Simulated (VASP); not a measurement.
Wanted: the native input for a VASP 6.6.1 run.

- Task: single point
- Functional: PBE
- Potentials or basis: VASP PAW PBE potentials, release 64 (Ce, Hf_pv, O)
- Cutoff: 520 eV
- k mesh: 4 × 4 × 4
- Occupations: gaussian, width 0.1 eV
- Spin: no spin polarisation
- Dipole correction: no
- Further INCAR settings: ALGO = Normal; EDIFF = 1e-06; NBANDS = 57

The structure of CeHf3O8 lies in POSCAR:

```
CeHf3O8
1.0
    3.6520377964     -5.1970690094      0.0000000000
    3.6520377964      5.1970690094      0.0000000000
    0.0000000000      0.0000000000      3.6817812607
Ce Hf O
1 3 8
Direct
    0.5000000000      0.5000000000      0.0000000000
    0.0000000000      0.0000000000      0.0000000000
    0.0000000000      0.5000000000      0.5000000000
    0.5000000000      0.0000000000      0.5000000000
    0.8777416849      0.1222583151      0.5000000000
    0.8890575050      0.6313497635      0.0000000000
    0.3686502365      0.1109424950      0.0000000000
    0.3653991879      0.6346008121      0.5000000000
    0.6346008121      0.3653991879      0.5000000000
    0.6313497635      0.8890575050      0.0000000000
    0.1109424950      0.3686502365      0.0000000000
    0.1222583151      0.8777416849      0.5000000000
```

These files were run (other wordings do the same):

INCAR

```
SYSTEM = CeHf3O8
PREC = Accurate ; ENCUT = 520
EDIFF = 1E-6 ; ISMEAR = 0
SIGMA = 0.1 ; LREAL = .FALSE.
LASPH = .TRUE. ; NELM = 80
ALGO = Normal ; ISIF = 2
LWAVE = .FALSE. ; LCHARG = .FALSE.
GGA = PE ; NBANDS = 57
```

KPOINTS

```
Automatic mesh
0
G
  4 4 4
  0 0 0
```

Potentials or basis: VASP PAW PBE potentials, release 64 (Ce, Hf_pv, O).

The run is started by

```console
$ cat potpaw_PBE.64/Ce/POTCAR potpaw_PBE.64/Hf_pv/POTCAR potpaw_PBE.64/O/POTCAR > POTCAR
$ mpirun -np 1 vasp_std > vasp.out
```

It gave:

| Quantity | Value |
| --- | --- |
| Pressure | -2.5 GPa |
| Largest force | 0.146 eV/Å |
| Band gap on the k mesh | 1.55 eV (least direct gap 1.58 eV) |

Caveat: the k points lie up to 0.43 Å⁻¹ apart; spin-orbit coupling is left out, which moves the levels of the heavy elements.

Run time: 8.7 min on 1 thread of AMD EPYC 9R14 (Zen 4), with other jobs on the host, peak memory 0.31 GiB.
